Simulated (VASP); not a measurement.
# SnGe5 (P-62m) in VASP: a series of runs, part 2 of 2

VASP 6.6.1. The steps go on from the part before.

### Step 5. Relaxation of cell and atoms, PBE

This run uses another cell than the first one, of 26.11 Å³/atom.

INCAR

```
PREC = Accurate
ENCUT = 600
EDIFF = 1E-6
ISMEAR = 0
SIGMA = 0.1
LREAL = F
LASPH = T
NELM = 100
ALGO = Normal
ISIF = 3
LWAVE = F
LCHARG = F
GGA = PE
IBRION = 2
NSW = 90
EDIFFG = -0.04
```

KPOINTS

```
regular mesh
0
Gamma
  3 3 6
```

POSCAR

```
SnGe5
1.0
    7.6909608899      0.0000000000      0.0000000000
   -3.8454804450      6.6605675102      0.0000000000
    0.0000000000      0.0000000000      3.0578620549
Sn Ge
1 5
Direct
    0.0000000000      0.0000000000      0.0000000000
    0.6418039882      0.0000000000      0.0000000000
    0.0000000000      0.6418039882      0.0000000000
    0.3581960118      0.3581960118      0.0000000000
    0.3333333333      0.6666666667      0.0000000000
    0.6666666667      0.3333333333      0.0000000000
```

On the command line:

```sh
$ cat potpaw_PBE.64/Sn_d/POTCAR potpaw_PBE.64/Ge_d/POTCAR > POTCAR
$ mpirun -np 1 vasp_std > vasp.out
```

Wall time 13 min (1 thread of Intel Xeon Platinum 8259CL at 2.50GHz (Skylake/Cascade Lake), shared host); peak memory 0.37 GiB.

It converged, with:

| Item | Value |
| --- | --- |
| Free energy | -24.8475 eV |
| Relaxed volume | 25.63 Å³/atom |
| Relaxed cell | a = 7.887 Å, b = 7.887 Å, c = 2.854 Å, α = 90.00°, β = 90.00°, γ = 120.00° |
| Space group after relaxing (to 0.1 Å) | P-62m (No. 189) |
| Energy gained by relaxing | 52.1 meV/atom |
| Ionic steps | 11 |
| Pressure after relaxing | 0.1 GPa |
| Band gap on the k mesh | zero (bands 42 and 43 overlap by 3.38 eV) |

The path:
| step | energy change (eV) | largest force (eV/Å) | pressure (GPa) | volume (Å³) |
| --- | --- | --- | --- | --- |
| 1 | 0.0000 | 0.3947 | 0.18 | 156.64 |
| 2 | -0.2912 | 0.1785 | -0.94 | 156.91 |
| 3 | -0.2918 | 0.1339 | -1.01 | 156.86 |
| 4 | -0.2947 | 0.1611 | -0.98 | 156.89 |
| 5 | -0.2950 | 0.1543 | -0.99 | 156.89 |
| 6 | -0.3078 | 0.1138 | 0.19 | 153.19 |
| 7 | -0.3078 | 0.1188 | 0.17 | 153.46 |
| 8 | -0.3077 | 0.1216 | 0.13 | 153.65 |
| 9 | -0.3104 | 0.0872 | 0.02 | 153.65 |
| 10 | -0.3117 | 0.0388 | 0.02 | 153.66 |
| 11 | -0.3125 | 0.0020 | 0.06 | 153.77 |

Final structure:
```cif
data_structure
_symmetry_space_group_name_H-M 'P 1'
_symmetry_Int_Tables_number 1
_cell_length_a 7.8872
_cell_length_b 7.8872
_cell_length_c 2.8542
_cell_angle_alpha 90.000
_cell_angle_beta 90.000
_cell_angle_gamma 120.000
_cell_volume 153.77
loop_
_atom_site_label
_atom_site_type_symbol
_atom_site_fract_x
_atom_site_fract_y
_atom_site_fract_z
_atom_site_occupancy
Sn1 Sn 0.00000 0.00000 0.00000 1
Ge1 Ge 0.64833 0.00000 0.00000 1
Ge2 Ge 0.00000 0.64833 0.00000 1
Ge3 Ge 0.35167 0.35167 0.00000 1
Ge4 Ge 0.33333 0.66667 0.00000 1
Ge5 Ge 0.66667 0.33333 0.00000 1
```

Levels at points of the mesh, in eV from the Fermi level:
```tsv
k point	band 40	band 41	band 42	band 43	band 44	band 45
(0.00, 0.00, 0.00)	-2.28	1.76	1.76	2.08	2.32	2.32
(0.00, 0.00, 0.50)	-2.67	-1.86	-1.86	-0.76	0.15	0.15
```

Caveat: spin-orbit coupling is left out, which moves the levels of the heavy elements.

### Step 6. Relaxation of cell and atoms, PBE

INCAR

```
SYSTEM = SnGe5
PREC = Accurate ; ENCUT = 600
EDIFF = 1E-7 ; ISMEAR = 0
SIGMA = 0.1 ; LREAL = .False.
LASPH = .True. ; NELM = 80
ALGO = Normal ; ISIF = 3
LWAVE = .False. ; LCHARG = .False.
GGA = PE ; IBRION = 2
NSW = 90 ; EDIFFG = -0.04
```

KPOINTS

```
regular mesh
0
Gamma
  3 3 4
  0 0 0
```

POSCAR

```
SnGe5
1.0
    6.2021464800      0.0000000000      0.0000000000
   -3.1010732400      5.3712164100      0.0000000000
    0.0000000000      0.0000000000      4.2129181900
Sn Ge
1 5
Direct
    0.0000000000      0.0000000000      0.0000000000
    0.5518106300      0.0000000000      0.0000000000
    0.0000000000      0.5518106300      0.0000000000
    0.4481893700      0.4481893700      0.0000000000
    0.3333333300      0.6666666700      0.0000000000
    0.6666666700      0.3333333300      0.0000000000
```

Potentials or basis: VASP PAW PBE potentials, release 64 (Sn_d, Ge_d).

On the command line:

```sh
$ cat potpaw_PBE.64/Sn_d/POTCAR potpaw_PBE.64/Ge_d/POTCAR > POTCAR
$ mpirun -np 1 vasp_std > vasp.out
```

Wall time 44 min (1 thread of Intel Xeon Platinum 8259CL at 2.50GHz (Skylake/Cascade Lake), shared host); peak memory 0.32 GiB.

It converged, with:

| Property | Result |
| --- | --- |
| Free energy | -23.9895 eV |
| Relaxed volume | 26.12 Å³/atom |
| Relaxed cell | a = 7.669 Å, b = 7.669 Å, c = 3.077 Å, α = 90.00°, β = 90.00°, γ = 120.00° |
| Space group after relaxing (to 0.1 Å) | P-62m (No. 189) |
| Energy gained by relaxing | 3695.8 meV/atom |
| Ionic steps | 30 |
| Pressure after relaxing | -0.1 GPa |
| Largest force after relaxing | 0.037 eV/Å |
| Band gap on the k mesh | zero (bands 42 and 43 overlap by 3.13 eV) |

Forces on the atoms (eV/Å):
```
Sn   0.000  0.000  0.000
Ge  -0.037  0.000  0.000
Ge   0.018 -0.032  0.000
Ge   0.018  0.032  0.000
Ge   0.000  0.000  0.000
Ge   0.000  0.000  0.000
```

Stress tensor (GPa, compression positive):
```
-0.09  0.00  0.00
 0.00 -0.09  0.00
 0.00  0.00 -0.18
```

The path:
| step | energy change (eV) | largest force (eV/Å) | pressure (GPa) | volume (Å³) |
| --- | --- | --- | --- | --- |
| 1 | 0.0000 | 7.4800 | 77.90 | 140.35 |
| 2 | 0.7127 | 0.3038 | -25.41 | 461.70 |
| 3 | -18.1283 | 0.4485 | -5.36 | 274.92 |
| 4 | -18.5256 | 0.6347 | -4.75 | 262.37 |
| 5 | -19.2837 | 1.3951 | -1.98 | 223.18 |
| 6 | -17.0917 | 3.4750 | 12.79 | 179.44 |
| 7 | -19.3235 | 1.4772 | -1.68 | 220.40 |
| 8 | -19.3247 | 1.5941 | -1.19 | 217.11 |
| 9 | -19.7172 | 1.5802 | -1.41 | 210.02 |
| 10 | -20.8336 | 1.1395 | -1.44 | 189.44 |
| 11 | -21.3086 | 2.5762 | 4.84 | 151.37 |
| 12 | -21.5078 | 0.6403 | -1.24 | 175.37 |
| 13 | -21.8014 | 0.5489 | 0.42 | 163.16 |
| 14 | -21.9430 | 1.1091 | 0.64 | 157.22 |
| 15 | -21.9695 | 0.9633 | -0.02 | 158.91 |
| 16 | -21.9747 | 0.8957 | -0.10 | 159.62 |
| 17 | -22.0840 | 0.3727 | -0.28 | 159.52 |
| 18 | -22.1248 | 0.0768 | -0.25 | 159.43 |
| 19 | -22.1187 | 0.3108 | -0.33 | 159.19 |
| 20 | -22.1324 | 0.1917 | -0.35 | 159.30 |
| 21 | -22.1339 | 0.0724 | -0.32 | 159.37 |
| 22 | -22.1345 | 0.1269 | -0.35 | 159.34 |
| 23 | -22.1555 | 0.0135 | 0.01 | 157.42 |
| 24 | -22.1701 | 0.0790 | 0.36 | 155.52 |
| 25 | -22.1119 | 0.2373 | 1.49 | 151.61 |
| 26 | -22.1708 | 0.0960 | 0.43 | 155.03 |
| 27 | -22.1691 | 0.1118 | -0.31 | 156.89 |
| 28 | -22.1727 | 0.0988 | 0.11 | 155.79 |
| 29 | -22.1749 | 0.0463 | -0.09 | 156.57 |
| 30 | -22.1750 | 0.0365 | -0.12 | 156.72 |

Final structure:
```
Sn Ge
1.0
     7.66880    0.00000    0.00000
    -3.83440    6.64137    0.00000
     0.00000    0.00000    3.07702
Sn Ge
1 5
Direct
  0.00000 0.00000 0.00000
  0.64306 0.00000 0.00000
  0.00000 0.64306 0.00000
  0.35694 0.35694 0.00000
  0.33333 0.66667 0.00000
  0.66667 0.33333 0.00000
```

Levels at points of the mesh, in eV from the Fermi level:
| k point | band 39 | band 40 | band 41 | band 42 | band 43 | band 44 | band 45 | band 46 |
| --- | --- | --- | --- | --- | --- | --- | --- | --- |
| (0.00, 0.00, 0.00) | -2.11 | -2.11 | 2.05 | 2.05 | 2.56 | 2.98 | 2.98 | 3.31 |
| (0.00, 0.00, 0.50) | -2.55 | -2.41 | -2.41 | -2.38 | -0.99 | -0.44 | -0.44 | 1.62 |

Caveat: the k points lie up to 0.51 Å⁻¹ apart in the final cell, too coarse for converged energies and pressures of a metal; a cell axis changed by over 15 % at a fixed basis, so the end point is rough; spin-orbit coupling is left out, which moves the levels of the heavy elements.

### Step 7. Single point, PBE

This run uses another cell than the first one: it holds 12 atoms, not 6.

INCAR

```
SYSTEM = SnGe5
PREC     = Accurate       ! precision mode
ENCUT    = 520            ! plane-wave cutoff, eV
EDIFF    = 1E-6           ! SCF threshold, eV
ISMEAR   = 0              ! smearing method
SIGMA    = 0.2            ! smearing width, eV
LREAL    = .False.        ! projectors in reciprocal space
LASPH    = .True.         ! aspherical terms in the spheres
NELM     = 80             ! most SCF steps
ALGO     = Normal         ! electronic algorithm
ISIF     = 2              ! what is computed and relaxed
LWAVE    = .False.        ! write WAVECAR
LCHARG   = .False.        ! write CHGCAR
GGA      = PE             ! functional
NBANDS   = 96             ! bands
```

KPOINTS

```
regular mesh
0
Gamma
  4 3 3
  0 0 0
```

POSCAR

```
SnGe5
1.0
    0.0000000000      0.0000000000      5.6924565316
    7.8989635695      0.0000000000      0.0000000000
   -3.9494817847      6.8407031147      0.0000000000
Sn Ge
2 10
Direct
    0.0000000000      0.0000000000      1.0000000000
    0.5000000000      0.0000000000      1.0000000000
    0.0000000000      0.6469097251      1.0000000000
    0.5000000000      0.6469097251      1.0000000000
    0.0000000000      0.0000000000      0.6469097251
    0.5000000000      0.0000000000      0.6469097251
    0.0000000000      0.3530902749      0.3530902749
    0.5000000000      0.3530902749      0.3530902749
    0.0000000000      0.3333333333      0.6666666667
    0.5000000000      0.3333333333      0.6666666667
    0.0000000000      0.6666666667      0.3333333333
    0.5000000000      0.6666666667      0.3333333333
```

On the command line:

```sh
$ cat potpaw_PBE.64/Sn_d/POTCAR potpaw_PBE.64/Ge_d/POTCAR > POTCAR
$ mpirun -np 1 vasp_std > vasp.out
```

Run time: 6.7 min. Hardware: 1 thread of Intel Xeon Platinum 8259CL at 2.50GHz (Skylake/Cascade Lake), shared host; peak memory 0.49 GiB.

The run converged. Its results:

| Quantity | Value |
| --- | --- |
| Free energy | -49.1850 eV |
| Pressure | 0.2 GPa |
| Band gap on the k mesh | zero (bands 84 and 85 overlap by 2.33 eV) |

Stress tensor (GPa, compression positive):
```
 0.41  0.00  0.00
 0.00  0.41  0.00
 0.00  0.00 -0.13
```

Levels at points of the mesh, in eV from the Fermi level:
```tsv
k point	band 80	band 81	band 82	band 83	band 84	band 85	band 86	band 87	band 88	band 89
(0.00, 0.00, 0.00)	-2.24	-1.78	-1.78	-0.70	0.23	0.23	0.70	1.79	1.79	2.07
(0.50, 0.00, 0.00)	-1.26	-0.38	-0.38	1.41	1.41	1.50	1.50	1.50	1.50	2.04
```

Caveat: spin-orbit coupling is left out, which moves the levels of the heavy elements.

### Step 8. The runs side by side

```tsv
task	cell	k mesh	cutoff (eV)	smearing	gap on the mesh (eV)	pressure (GPa)	relaxed volume (Å³/atom)	largest force (eV/Å)
single point	a = 6.202, b = 6.202, c = 4.213 Å, angles 90.0, 90.0, 120.0°, 6 atoms, atomic positions A	3 × 3 × 4	520	gaussian 0.1 eV	none	77.9	-	7.48
single point	a = 7.691, b = 7.691, c = 3.058 Å, angles 90.0, 90.0, 120.0°, 6 atoms, atomic positions B	3 × 3 × 4	520	gaussian 0.1 eV	none	-0.1	-	0.03
single point	a = 7.883, b = 7.883, c = 2.855 Å, angles 90.0, 90.0, 120.0°, 6 atoms, atomic positions C	3 × 3 × 6	520	gaussian 0.1 eV	none	0.1	-	-
relaxation of cell and atoms	relaxed from a = 7.691, b = 7.691, c = 3.058 Å, angles 90.0, 90.0, 120.0°, 6 atoms, atomic positions B	3 × 3 × 6	600	gaussian 0.1 eV	none	0.1	25.63	-
relaxation of cell and atoms	relaxed from a = 6.202, b = 6.202, c = 4.213 Å, angles 90.0, 90.0, 120.0°, 6 atoms, atomic positions A	3 × 3 × 4	600	gaussian 0.1 eV	none	-0.1	26.12	0.04
single point	a = 5.692, b = 7.899, c = 7.899 Å, angles 120.0, 90.0, 90.0°, 12 atoms, atomic positions D	4 × 3 × 3	520	gaussian 0.2 eV	none	0.2	-	-
```

Alike in all rows: level PBE; potentials or basis VASP PAW PBE potentials, release 64 (Sn_d, Ge_d); no spin polarisation.

Caveats: some runs use coarse meshes; spin-orbit coupling is left out, which moves the levels of the heavy elements; forces of over 1 eV/Å act on the atoms, so gaps and moduli don't describe the material at rest (at least some runs); a cell axis changed by over 15 % at a fixed basis, so the end point is rough (at least some runs).

Absolute energies hang on the potentials; compare differences alone.
